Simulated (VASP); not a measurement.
# MoS2 (Cmcm) in VASP: further runs

The runs below take MoS2 through single point, with PBEsol.

Everything below comes from runs of VASP 6.6.1. Logs are shortened: lines on timing, memory, paths and dates and some standing lists are left out, and cuts for length are marked.

### 1 The cell of the first run

The structure is orthorhombic, space group Cmcm (No. 63). Conventional cell: a = 3.141 Å, b = 5.115 Å, c = 12.579 Å, α = 90.00°, β = 90.00°, γ = 90.00°. Within 3.2 Å of Mo (site symmetry m2m) lie 6 S at 2.31 to 2.37 Å and 6 Mo at 3.00 to 3.14 Å. S (site symmetry m) has 3 Mo at 2.31 to 2.37 Å and 7 S at 3.00 to 3.14 Å within 3.2 Å.

### 2 Single point, PBEsol (strain -0.0600 x Voigt [0, 1, 0, 0, 0, 0])

Input file INCAR:

```
PREC = Accurate
ENCUT = 520
EDIFF = 1E-7
ISMEAR = 0
SIGMA = 0.05
LREAL = False
LASPH = True
NELM = 60
ALGO = Normal
ISIF = 2
LWAVE = False
LCHARG = True
GGA = PS
LELF = True
LVHAR = True
NBANDS = 35
```

Input file KPOINTS:

```
Automatic mesh
0
Gamma
  12 12 2
```

Input file POSCAR:

```
MoS2
1.0
    3.1414322073      0.0000000000      0.0000000000
   -1.5707161036      2.5573264901      0.0000000000
    0.0000000000      0.0000000000     12.5788196111
Mo S
2 4
Direct
    0.3333333333      0.6666666667      0.2500000000
    0.6666666667      0.3333333333      0.7500000000
    0.3333333333      0.6666666667      0.6260538431
    0.6666666667      0.3333333333      0.1260538431
    0.3333333333      0.6666666667      0.8739461569
    0.6666666667      0.3333333333      0.3739461569
```

Potentials or basis: VASP PAW PBE potentials, release 64 (Mo_sv, S).

The run is started by

```
cat potpaw_PBE.64/Mo_sv/POTCAR potpaw_PBE.64/S/POTCAR > POTCAR
mpirun -np 1 vasp_std > vasp.out
```

OUTCAR:

```text
PREC = Accurate
   ENCUT = 520
   EDIFF = 1E-7
   ISMEAR = 0
   LREAL = False
   LASPH = True
   NELM = 60
   ISIF = 2
   GGA = PS

 ion  position               nearest neighbor table
   1  0.333  0.667  0.250-   4 2.31   6 2.31   4 2.37   6 2.37   4 2.37   6 2.37
   2  0.667  0.333  0.750-   3 2.31   5 2.31   3 2.37   5 2.37   3 2.37   5 2.37
   3  0.333  0.667  0.626-   2 2.31   2 2.37   2 2.37
   4  0.667  0.333  0.126-   1 2.31   1 2.37   1 2.37
   5  0.333  0.667  0.874-   2 2.31   2 2.37   2 2.37
   6  0.667  0.333  0.374-   1 2.31   1 2.37   1 2.37

  Warning from LATTYP: Monoclinic adjustment (A1->A3, A2->A1, A3->A2)!
  LATTYP: Found a base centered orthorhombic cell.
 ALAT       =     3.1414322073
 B/A-ratio  =     1.6281277592
 C/A-ratio  =     4.0041671381

  Lattice vectors:

 A1 = (   1.5707161036,  -2.5573264901,   0.0000000000)
 A2 = (   1.5707161037,   2.5573264901,   0.0000000000)
 A3 = (   0.0000000000,   0.0000000000,  12.5788196111)

Analysis of symmetry for initial positions (statically):
=====================================================================
 Subroutine PRICEL returns:
 Original cell was already a primitive cell.

 Routine SETGRP: Setting up the symmetry group for a
 base centered orthorhombic supercell.

 Subroutine GETGRP returns: Found  8 space group operations
 (whereof  4 operations were pure point group operations)
 out of a pool of  8 trial point group operations.

The static configuration has the point symmetry C_2h.
 The point group associated with its full space group is D_2h.

Analysis of symmetry for dynamics (positions and initial velocities):
=====================================================================
 Subroutine PRICEL returns:
 Original cell was already a primitive cell.

 Routine SETGRP: Setting up the symmetry group for a
 base centered orthorhombic supercell.

 Subroutine GETGRP returns: Found  8 space group operations
 (whereof  4 operations were pure point group operations)
 out of a pool of  8 trial point group operations.

The dynamic configuration has the point symmetry C_2h.
 The point group associated with its full space group is D_2h.

 Subroutine INISYM returns: Found  8 space group operations
 (whereof  4 operations are pure point group operations),
 and found     1 'primitive' translations

----------------------------------------------------------------------------------------

                                     Primitive cell

  volume of cell :     101.0541

  direct lattice vectors                    reciprocal lattice vectors
     3.141432207  0.000000000  0.000000000     0.318326144  0.195516686  0.000000000
    -1.570716104  2.557326490  0.000000000     0.000000000  0.391033372  0.000000000
     0.000000000  0.000000000 12.578819611     0.000000000  0.000000000  0.079498715

  length of vectors
     3.141432207  3.001177745 12.578819611     0.373575037  0.391033372  0.079498715

  position of ions in fractional coordinates (direct lattice)
     0.333333333  0.666666667  0.250000000
     0.666666667  0.333333333  0.750000000
     0.333333333  0.666666667  0.626053843
     0.666666667  0.333333333  0.126053843
     0.333333333  0.666666667  0.873946157
     0.666666667  0.333333333  0.373946157

  ion indices of the primitive-cell ions
   primitive index   ion index
                 1           1
                 2           2
                 3           3
                 4           4
                 5           5
                 6           6

----------------------------------------------------------------------------------------

 KPOINTS: Automatic mesh

Automatic generation of k-mesh.
 Grid dimensions read from file:
 generate k-points for:   12   12    2

 Generating k-lattice:

  Cartesian coordinates                     Fractional coordinates (reciprocal lattice)
     0.026527179  0.016293057  0.000000000     0.083333333 -0.000000000  0.000000000
     0.000000000  0.032586114  0.000000000     0.000000000  0.083333333  0.000000000
     0.000000000  0.000000000  0.039749358     0.000000000  0.000000000  0.500000000

  Length of vectors
     0.031131253  0.032586114  0.039749358

  Shift w.r.t. Gamma in fractional coordinates (k-lattice)
     0.000000000  0.000000000  0.000000000

 Subroutine IBZKPT returns following result:
 ===========================================

 Found     86 irreducible k-points:

 Following reciprocal coordinates:
            Coordinates               Weight
  0.000000  0.000000  0.000000      1.000000
  0.083333 -0.000000  0.000000      4.000000
  0.166667  0.000000  0.000000      4.000000
  0.250000  0.000000  0.000000      4.000000
  0.333333 -0.000000  0.000000      4.000000
  0.416667  0.000000  0.000000      4.000000
[... 16 lines left out ...]
  0.333333  0.166667  0.000000      4.000000
  0.416667  0.166667  0.000000      4.000000
 [... further k-points ...]
   k-points           NKPTS =     86   k-points in BZ     NKDIM =     86   number of bands    NBANDS=     35
   number of dos      NEDOS =    301   number of ions     NIONS =      6
   total plane-waves  NPLWV =  55296
   dimension x,y,z NGX =    24 NGY =   24 NGZ =   96
   dimension x,y,z NGXF=    48 NGYF=   48 NGZF=  192
   ions per type =               2   4
   NGX,Y,Z   is equivalent  to a cutoff of  12.70, 13.29, 12.69 a.u.
   NGXF,Y,Z  is equivalent  to a cutoff of  25.40, 26.59, 25.38 a.u.
 SYSTEM =  unknown system
   PREC   = accura    normal or accurate (medium, high low for compatibility)
   ISTART =      0    job   : 0-new  1-cont  2-samecut
   ICHARG =      2    charge: 1-file 2-atom 10-const
   ISPIN  =      1    spin polarized calculation?
   LNONCOLLINEAR =      F non collinear calculations
   LSORBIT =      F    spin-orbit coupling
   LASPH  =      T    aspherical Exc in radial PAW
   ENCUT  =  520.0 eV  38.22 Ry    6.18 a.u.   5.84  5.58 23.39*2*pi/ulx,y,z
   NELM   =     60;   NELMIN=  2; NELMDL= -5     # of ELM steps
   EDIFF  = 0.1E-06   stopping-criterion for ELM
   LREAL  =      F    real-space projection
   EDIFFG = 0.1E-05   stopping-criterion for IOM
   NSW    =      0    number of steps for IOM
   IBRION =     -1    ionic relax: 0-MD 1-quasi-New 2-CG
   NFREE  =      0    steps in history (QN), initial steepest desc. (CG)
   ISIF   =      2    stress and relaxation
   ISYM   =      2    0-nonsym 1-usesym 2-fastsym
   POTIM  = 0.5000    time-step for ionic-motion
   TEBEG  =    0.0;   TEEND  =   0.0 temperature during run
   PSTRESS=    0.0 pullay stress
   NELECT =      52.0000    total number of electrons
   NUPDOWN=      -1.0000    fix difference up-down
   EMIN   =  10.00;   EMAX   =-10.00  energy-range for DOS
   EFERMI =   0.00;   METHOD = LEGACY
   ISMEAR =     0;   SIGMA  =   0.05  broadening in eV -4-tet -1-fermi 0-gaus
   EFERMI_NEDOS =   21; number of points for ismear=-14 and -15
   IALGO  =     38    algorithm
   IMIX   =      4    mixing-type and parameters
     AMIX     =   0.40;   BMIX     =  1.00
     AMIX_MAG =   1.60;   BMIX_MAG =  1.00
  volume/ion in A,a.u.               =      16.84       113.66
  Fermi-wavevector in a.u.,A,eV,Ry     =   1.311872  2.479078 23.415726  1.721007
  Thomas-Fermi vector in A             =   2.442303
   LORBIT       =      0    0 simple, 1 ext, 2 COOP (PROOUT), +10 PAW based schemes
   GGA     = PS    functional components
   LHFCALC =     F    Hartree Fock is set to
   AEXX    =    0.0000 exact exchange contribution
   IVDW    =     0    specifies the selected vdW correction
   LEPSILON=     F    determine dielectric tensor
   LRPA    =     F    only Hartree local field effects (RPA)
 non-spin polarized calculation
 Gauss-broadening in eV      SIGMA  =   0.05
  energy-cutoff  :      520.00
  volume of cell :      101.05
 maximum number of plane-waves:      2768
   NGX = 11   NGY = 11   NGZ = 47

 number of electron      52.0000002 magnetization

 Free energy of the ion-electron system (eV)
  ---------------------------------------------------
  ext. energy  EPLUGINS =         0.00000000
  ---------------------------------------------------
  free energy    TOTEN  =       -46.53374005 eV

  energy without entropy =      -46.53374005  energy(sigma->0) =      -46.53374005

 E-fermi :   8.0812     XC(G=0): -11.2210

 val. band max:        7.8407606585   @ k =   0.0000   0.0000   0.0000
 cond. band min:       8.9636157258   @ k =  -0.3333   0.1667   0.0000
 fundamental gap:      1.1228550673
 Fermi energy:         8.0811587588

 k-point     1 :       0.0000    0.0000    0.0000
  band No.  band energies     occupation
      1     -53.1334      2.00000
      2     -53.1334      2.00000
      3     -27.4390      2.00000
      4     -27.4389      2.00000
      5     -27.0744      2.00000
      6     -27.0744      2.00000
[... 27 lines left out ...]
     34      11.2148      0.00000
     35      14.2665      0.00000

 k-point     2 :       0.0833   -0.0000    0.0000
  band No.  band energies     occupation
      1     -53.1291      2.00000
      2     -53.1291      2.00000
      3     -27.4311      2.00000
      4     -27.4310      2.00000
      5     -27.1046      2.00000
      6     -27.1046      2.00000
[... 27 lines left out ...]
     34      11.0327      0.00000
     35      14.8083      0.00000

 k-point     3 :       0.1667    0.0000    0.0000
  band No.  band energies     occupation
      1     -53.1174      2.00000
      2     -53.1174      2.00000
      3     -27.4094      2.00000
      4     -27.4093      2.00000
      5     -27.2015      2.00000
      6     -27.2015      2.00000
[... 27 lines left out ...]
     34      11.4490      0.00000
     35      15.7808      0.00000

 k-point     4 :       0.2500    0.0000    0.0000
  band No.  band energies     occupation
      1     -53.1014      2.00000
      2     -53.1014      2.00000
      3     -27.3797      2.00000
      4     -27.3796      2.00000
      5     -27.3431      2.00000
      6     -27.3431      2.00000
[... 27 lines left out ...]
     34      11.9402      0.00000
     35      15.8715      0.00000

 k-point     5 :       0.3333   -0.0000    0.0000
  band No.  band energies     occupation
      1     -53.0853      2.00000
      2     -53.0853      2.00000
      3     -27.4850      2.00000
      4     -27.4850      2.00000
      5     -27.3498      2.00000
      6     -27.3497      2.00000
[... 638 lines left out ...]
 k-point    22 :       0.2500    0.1667    0.0000
  band No.  band energies     occupation
      1     -53.0734      2.00000
      2     -53.0734      2.00000
      3     -27.5036      2.00000
      4     -27.5036      2.00000
      5     -27.3306      2.00000
      6     -27.3306      2.00000
[... 27 lines left out ...]
     34      12.8658      0.00000
     35      15.2631      0.00000

 k-point    23 :       0.3333    0.1667    0.0000
  band No.  band energies     occupation
      1     -53.0648      2.00000
      2     -53.0648      2.00000
      3     -27.5683      2.00000
      4     -27.5683      2.00000
      5     -27.3137      2.00000
      6     -27.3137      2.00000
[... 27 lines left out ...]
     34      12.9366      0.00000
     35      14.2772      0.00000

 k-point    24 :       0.4167    0.1667    0.0000
  band No.  band energies     occupation
      1     -53.0632      2.00000
      2     -53.0632      2.00000
      3     -27.5759      2.00000
      4     -27.5759      2.00000
      5     -27.3098      2.00000
      6     -27.3098      2.00000
[... 27 lines left out ...]
     34      12.8953      0.00000
     35      14.0595      0.00000

 [... further k-points ...]
[... 5 lines left out ...]
  --------------------------------------------------------------------------------------
  -------------------------------------------------------------------------------------
  Total        3.6904134     12.4005914      4.4925599      0.0000000     -0.0000000      0.0000000
  in kB       58.5102355    196.6071109     71.2279923      0.0000000     -0.0000000      0.0000000
  external PRESSURE =     108.7817796 kB  Pullay stress =       0.0000000 kB

 VOLUME and BASIS-vectors are now :
 -----------------------------------------------------------------------------
  energy-cutoff  :      520.00
  volume of cell :      101.05
      direct lattice vectors                 reciprocal lattice vectors
     3.141432207  0.000000000  0.000000000     0.318326144  0.195516686  0.000000000
    -1.570716104  2.557326490  0.000000000     0.000000000  0.391033372  0.000000000
     0.000000000  0.000000000 12.578819611     0.000000000  0.000000000  0.079498715

 POSITION                                       TOTAL-FORCE (eV/Angst)
 -----------------------------------------------------------------------------------
     -0.00000      1.70488      3.14470        -0.000000     -0.620874     -0.000000
      1.57072      0.85244      9.43411         0.000000      0.620874     -0.000000
     -0.00000      1.70488      7.87502        -0.000000     -0.312916     -0.708251
      1.57072      0.85244      1.58561         0.000000      0.312916     -0.708251
     -0.00000      1.70488     10.99321        -0.000000     -0.312916      0.708251
      1.57072      0.85244      4.70380         0.000000      0.312916      0.708251
 -----------------------------------------------------------------------------------
    total drift:                                0.000000     -0.000000      0.000000

  FREE ENERGIE OF THE ION-ELECTRON SYSTEM (eV)
  ---------------------------------------------------
  free  energy   TOTEN  =       -46.5337400545 eV

  energy  without entropy=      -46.5337400545  energy(sigma->0) =      -46.53374005
```

It took 5.4 min on 1 thread of Intel Xeon 8259CL, shared host; peak memory 0.38 GiB.

What came out:

```
Free energy            : -46.5337 eV
Pressure               : 10.9 GPa
Largest force          : 0.774 eV/Å
Band gap on the k mesh : 1.12 eV (least direct gap 2.06 eV)
```

Forces on the atoms (eV/Å):
```
Mo   0.000 -0.621  0.000
Mo   0.000  0.621  0.000
S    0.000 -0.313 -0.708
S    0.000  0.313 -0.708
S    0.000 -0.313  0.708
S    0.000  0.313  0.708
```

Levels at points of the mesh, in eV from the valence-band top:
| k point | band 23 | band 24 | band 25 | band 26 | band 27 | band 28 | band 29 | band 30 |
| --- | --- | --- | --- | --- | --- | --- | --- | --- |
| (0.00, 0.00, 0.00) | -1.62 | -1.29 | -1.29 | 0.00 | 2.47 | 2.48 | 2.73 | 2.86 |
| (0.50, 0.00, 0.00) | -1.25 | -1.24 | -0.93 | -0.80 | 2.24 | 2.25 | 2.76 | 3.03 |
| (0.00, 0.50, 0.00) | -1.64 | -1.48 | -0.95 | -0.91 | 2.47 | 2.50 | 2.59 | 3.05 |
| (0.00, 0.00, 0.50) | -1.60 | -1.60 | -0.33 | -0.33 | 2.47 | 2.47 | 2.80 | 2.80 |
| (0.50, 0.00, 0.50) | -1.24 | -1.24 | -0.87 | -0.87 | 2.25 | 2.25 | 2.90 | 2.90 |
| (0.00, 0.50, 0.50) | -1.56 | -1.56 | -0.93 | -0.93 | 2.48 | 2.48 | 2.82 | 2.82 |

Caveat: the cell differs from its parent crystal (strain -0.0600 x Voigt [0, 1, 0, 0, 0, 0]); the cell stands under pressure; the PAW data sets were made with another functional, which shifts forces and pressure a little; this functional lacks dispersion, which binds the layers, so the pressure and a relaxed spacing across them are unreliable.

(Continued in part 2 of 2.)
